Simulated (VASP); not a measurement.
# Cr (P6/mmm) in VASP: further runs, part 2 of 2

VASP 6.6.1.

**5. Single point, revPBE, collinear spin, ferromagnetic start**

This run uses another cell than the first one, of 12.02 Å³/atom.

Contents of INCAR:

```
  PREC = Accurate
  ENCUT = 520
  EDIFF = 1E-7
  ISMEAR = -1
  SIGMA = 0.05
  LREAL = F
  LASPH = T
  NELM = 150
  ALGO = Normal
  ISIF = 2
  LWAVE = F
  LCHARG = F
  ISPIN = 2
  MAGMOM = 1.5 1.5 1.5
  LORBIT = 11
  LMAXMIX = 4
  GGA = RE
  NBANDS = 29
```

Contents of KPOINTS:

```
regular mesh
0
Gamma
  11 11 18
```

Contents of POSCAR:

```
Cr
1.0
    4.2546343091      0.0000000000      0.0000000000
   -2.1273171545      3.6846213955      0.0000000000
    0.0000000000      0.0000000000      2.3000869987
Cr
3
Direct
    0.0000000000      1.0000000000      0.0000000000
    0.3333333333      0.6666666667      0.5000000000
    0.6666666667      0.3333333333      0.5000000000
```

Potentials or basis: VASP PAW PBE potentials, release 64 (Cr_pv).

Run with:

```bash
> cat potpaw_PBE.64/Cr_pv/POTCAR > POTCAR
> mpirun -np 1 vasp_std > vasp.out
```

OUTCAR:

```text
PREC = Accurate
   ENCUT = 520
   EDIFF = 1E-7
   ISMEAR = -1
   LREAL = F
   LASPH = T
   NELM = 150
   ISIF = 2
   ISPIN = 2
   LORBIT = 11
   GGA = RE

 ion  position               nearest neighbor table
   1  0.000  0.000  0.000-   2 2.71   3 2.71   2 2.71   3 2.71   2 2.71   2 2.71   3 2.71   3 2.71
                             3 2.71   3 2.71   2 2.71   2 2.71
   2  0.333  0.667  0.500-   3 2.46   3 2.46   3 2.46   1 2.71   1 2.71   1 2.71   1 2.71   1 2.71
                             1 2.71
   3  0.667  0.333  0.500-   2 2.46   2 2.46   2 2.46   1 2.71   1 2.71   1 2.71   1 2.71   1 2.71
                             1 2.71

  LATTYP: Found a hexagonal cell.
 ALAT       =     4.2546343091
 C/A-ratio  =     0.5406074486

  Lattice vectors:

 A1 = (   4.2546343091,   0.0000000000,   0.0000000000)
 A2 = (  -2.1273171545,   3.6846213955,   0.0000000000)
 A3 = (   0.0000000000,   0.0000000000,   2.3000869987)

Analysis of symmetry for initial positions (statically):
=====================================================================
 Subroutine PRICEL returns:
 Original cell was already a primitive cell.

 Routine SETGRP: Setting up the symmetry group for a
 hexagonal supercell.

 Subroutine GETGRP returns: Found 24 space group operations
 (whereof 24 operations were pure point group operations)
 out of a pool of 24 trial point group operations.

The static configuration has the point symmetry D_6h.

Analysis of symmetry for dynamics (positions and initial velocities):
=====================================================================
 Subroutine PRICEL returns:
 Original cell was already a primitive cell.

 Routine SETGRP: Setting up the symmetry group for a
 hexagonal supercell.

 Subroutine GETGRP returns: Found 24 space group operations
 (whereof 24 operations were pure point group operations)
 out of a pool of 24 trial point group operations.

The dynamic configuration has the point symmetry D_6h.

Analysis of structural, dynamic, and magnetic symmetry:
=====================================================================
 Subroutine PRICEL returns:
[... 159 lines left out ...]
 E-fermi :  10.4380     XC(G=0): -13.3277

 val. band max:       10.4367253316   @ k =   0.1818  -0.0000   0.5000
 cond. band min:      10.4384399407   @ k =   0.1818   0.0909   0.3333
 fundamental gap:      0.0017146091
 Fermi energy:        10.4379646957

 spin component 1

 k-point     1 :       0.0000    0.0000    0.0000
  band No.  band energies     occupation
      1     -32.7842      1.00000
      2     -32.7842      1.00000
      3     -32.7405      1.00000
      4     -32.7405      1.00000
      5     -32.2533      1.00000
      6     -32.2533      1.00000
[... 757 lines left out ...]
     28      17.7042      0.00000
     29      17.8551      0.00000

 [... further k-points ...]

 spin component 2

 k-point     1 :       0.0000    0.0000    0.0000
  band No.  band energies     occupation
      1     -32.7293      1.00000
      2     -32.7293      1.00000
      3     -32.7037      1.00000
      4     -32.7037      1.00000
      5     -32.1866      1.00000
      6     -32.1866      1.00000
[... 757 lines left out ...]
     28      17.7051      0.00000
     29      17.9467      0.00000

 [... further k-points ...]

------------------------ aborting loop because EDIFF is reached ----------------------------------------

  FORCE on cell =-STRESS in cart. coord.  units (eV):
  Direction    XX          YY          ZZ          XY          YZ          ZX
  --------------------------------------------------------------------------------------
  -------------------------------------------------------------------------------------
  Total       -0.0470347     -0.0470347      0.0023801     -0.0000000     -0.0000000      0.0000000
  in kB       -2.0899214     -2.0899214      0.1057560     -0.0000000     -0.0000000      0.0000000
  external PRESSURE =      -1.3580289 kB  Pullay stress =       0.0000000 kB

 VOLUME and BASIS-vectors are now :
 -----------------------------------------------------------------------------
  energy-cutoff  :      520.00
  volume of cell :       36.06
      direct lattice vectors                 reciprocal lattice vectors
     4.254634309  0.000000000  0.000000000     0.235037826  0.135699152  0.000000000
    -2.127317155  3.684621395  0.000000000     0.000000000  0.271398305  0.000000000
     0.000000000  0.000000000  2.300086999     0.000000000  0.000000000  0.434766163

 POSITION                                       TOTAL-FORCE (eV/Angst)
 -----------------------------------------------------------------------------------
      0.00000      0.00000      0.00000         0.000000      0.000000      0.000000
     -0.00000      2.45641      1.15004        -0.000000      0.000000      0.000000
      2.12732      1.22821      1.15004         0.000000      0.000000      0.000000
 -----------------------------------------------------------------------------------
    total drift:                               -0.000000      0.000000      0.000000

  FREE ENERGIE OF THE ION-ELECTRON SYSTEM (eV)
  ---------------------------------------------------
  free  energy   TOTEN  =       -26.2984982382 eV

  energy  without entropy=      -26.2516444411  energy(sigma->0) =      -26.27507134

 total charge

# of ion       s       p       d       tot
------------------------------------------
    1        0.430   6.373   4.178  10.981
    2        0.442   6.356   4.252  11.050
    3        0.442   6.356   4.252  11.050
--------------------------------------------------
tot          1.313  19.085  12.682  33.080

 magnetization (x)

# of ion       s       p       d       tot
------------------------------------------
    1       -0.001  -0.001  -0.000  -0.003
    2        0.001   0.002   0.067   0.070
    3        0.001   0.002   0.067   0.070
--------------------------------------------------
tot          0.001   0.004   0.134   0.138
```

OSZICAR:

```text
N       E                     dE             d eps       ncg     rms          rms(c)
DAV:   1     0.420551539534E+03    0.42055E+03   -0.19549E+04 18584   0.151E+03
DAV:   2    -0.114657531705E+02   -0.43202E+03   -0.41602E+03 18665   0.463E+02
DAV:   3    -0.295707061433E+02   -0.18105E+02   -0.17665E+02 19755   0.113E+02
[... 18 lines left out ...]
DAV:  22    -0.262984976417E+02   -0.89419E-06   -0.13901E-05 22779   0.232E-02    0.188E-03
DAV:  23    -0.262984979864E+02   -0.34474E-06   -0.29993E-06 21319   0.103E-02    0.913E-04
DAV:  24    -0.262984981427E+02   -0.15629E-06   -0.33037E-06 20362   0.125E-02    0.701E-04
DAV:  25    -0.262984982104E+02   -0.67758E-07   -0.11195E-06 19907   0.677E-03    0.314E-04
DAV:  26    -0.262984982382E+02   -0.27746E-07   -0.10970E-07 12290   0.232E-03
   1 F= -.26298498E+02 E0= -.26275071E+02  d E =-.468538E-01  mag=     0.1415
```

Run time: 15 min. Hardware: 1 thread of Oxide Virtual Turin-like, shared host; peak memory 0.29 GiB.

Results:

| Item | Value |
| --- | --- |
| Free energy | -26.2985 eV |
| Pressure | -0.1 GPa |
| Net moment | 0.14 μB per cell |
| Site moments | Cr -0.00, +0.07 (each value once) μB |
| Valence electrons inside the program's atomic spheres | Cr 10.98, 11.05 (each value once) |

Caveat: the PAW data sets were made with another functional, which shifts forces and pressure a little.

**6. Overview**

```csv
spin,cell,k mesh,gap on the mesh (eV),pressure (GPa),moment (μB)
collinear,"a = 4.311, b = 4.311, c = 2.330 Å, angles 90.0, 90.0, 120.0°, 3 atoms",10 × 10 × 15,none,-8.3,0.01
collinear,"a = 4.365, b = 4.365, c = 2.360 Å, angles 90.0, 90.0, 120.0°, 3 atoms",10 × 10 × 15,none,-14.9,0.00
collinear,"a = 4.418, b = 4.418, c = 2.389 Å, angles 90.0, 90.0, 120.0°, 3 atoms",10 × 10 × 15,none,-20.2,0.00
"collinear, ferromagnetic start","a = 4.255, b = 4.255, c = 2.300 Å, angles 90.0, 90.0, 120.0°, 3 atoms",11 × 11 × 18,none,-0.1,0.14
```

Alike in all rows: task single point; level revPBE; potentials or basis VASP PAW PBE potentials, release 64 (Cr_pv); cutoff (eV) 520; smearing fermi-dirac 0.05 eV.

Caveats: the PAW data sets were made with another functional, which shifts forces and pressure a little; the cell stands under tension (at least some runs).

Absolute energies hang on the potentials; compare differences alone.
